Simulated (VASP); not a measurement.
The system is SiC (Moissanite).

```
Si C
1.0
     3.05536    0.00000    0.00000
    -1.52768    2.64602    0.00000
     0.00000    0.00000    5.01412
Si C
2 2
Direct
  0.66667 0.33333 0.50000
  0.33333 0.66667 0.00000
  0.66667 0.33333 0.88500
  0.33333 0.66667 0.38500
```

Base run:

| Property | Result |
| --- | --- |
| Program | VASP 6.6.1 |
| Functional | BLYP |
| Dispersion | D4 |
| Potentials or basis | VASP PAW PBE potentials, release 64 (Si, C) |
| Cutoff | 520 eV |
| k mesh | 10 × 10 × 5 |
| Occupations | fermi-dirac, width 0.05 eV |
| Spin | no spin polarisation |

Its results: band gap on the k mesh 2.80 eV, indirect (least direct gap 4.39 eV); pressure 4.6 GPa; largest force 0.775 eV/Å.

Task: The run is repeated on the same cell with these changes: functional from BLYP to revPBE. What comes out?

Result: Band gap on the k mesh 2.47 eV, indirect (least direct gap 4.14 eV); pressure 1.2 GPa; largest force 0.775 eV/Å.

Caveats: the PAW data sets were made with another functional, which shifts forces and pressure a little.

A k mesh can miss the band edges.
